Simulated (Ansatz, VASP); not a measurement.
One calculation of Cu, two programs

The input POSCAR:

```
Cu
1.0
    2.5170887971      0.0000000000      0.0000000000
   -1.2585443986      2.1798628419      0.0000000000
    0.0000000000      0.0000000000      4.0849690207
Cu
2
Direct
    0.6666666667      0.3333333333      0.7500000000
    0.3333333333      0.6666666667      0.2500000000
```

Contents of INCAR.step1:

```
ALGO = Normal
EDIFF = 1E-4
ENCUT = 520
GGA = PE
ISMEAR = -1
LASPH = T
LCHARG = F
LREAL = F
LWAVE = T
NBANDS = 18
NELM = 80
PREC = Accurate
SIGMA = 0.05
```

Contents of INCAR.step2:

```
ALGO = Normal
EDIFF = 1E-7
ENCUT = 520
ISIF = 2
ISMEAR = -1
ISTART = 1
LASPH = T
LCHARG = T
LELF = T
LMIXTAU = T
LREAL = F
LVHAR = T
LWAVE = F
METAGGA = R2SCAN
NBANDS = 18
NELM = 80
PREC = Accurate
SIGMA = 0.05
```

KPOINTS

```
k-points
0
Gamma
  12 12 7
```

Contents of input.yaml:

```yaml
crystal:
  lattice:
    - [2.5170887971, 0.0, 0.0]
    - [-1.2585443986, 2.1798628419, 0.0]
    - [0.0, 0.0, 4.0849690207]
  atoms:
    - { symbol: Cu, position: [0.6666666667, 0.3333333333, 0.75] }
    - { symbol: Cu, position: [0.3333333333, 0.6666666667, 0.25] }
hamiltonian:
  xc: r2scan
  pseudopotentials: { kind: paw }
kpoints:
  mp_grid: { grid: [12, 12, 7] }
scf:
  occupations: { method: fermi_dirac, width: 0.05 }
output:
  forces: true
  stress: true
  eigenvalues: true
  write_density: true
  write_potential: true
  elf: true
  volumetric_format: npy
```

Alike in both runs: task single point; functional r2SCAN; k mesh 12 × 12 × 7; occupations fermi-dirac, width 0.05 eV; no spin polarisation.

|  | VASP | Ansatz |
| --- | --- | --- |
| version | VASP 6.6.1 | Ansatz 0.2.0 |
| potentials or method | VASP PAW PBE potentials, release 64 (Cu) | Ansatz PAW |
| plane-wave cutoff (eV) | 520 | 500 |
| valence electrons in the cell | 22 | 38 |

```csv
,VASP,Ansatz,Ansatz less VASP
gap on the k mesh at the Fermi level (eV),none,none,-
pressure (GPa),4.5,3.9,-0.70
"traceless stress, the component that is largest in VASP (GPa)",0.07,0.28,+0.202
```

VASP's potentials were made for PBE, not for r2SCAN. A gap of «none» marks a metal or a gap that the smearing closes. VASP's potentials hold 22 valence electrons a cell and Ansatz's 38, so a difference there can come from the potentials and not from the codes.
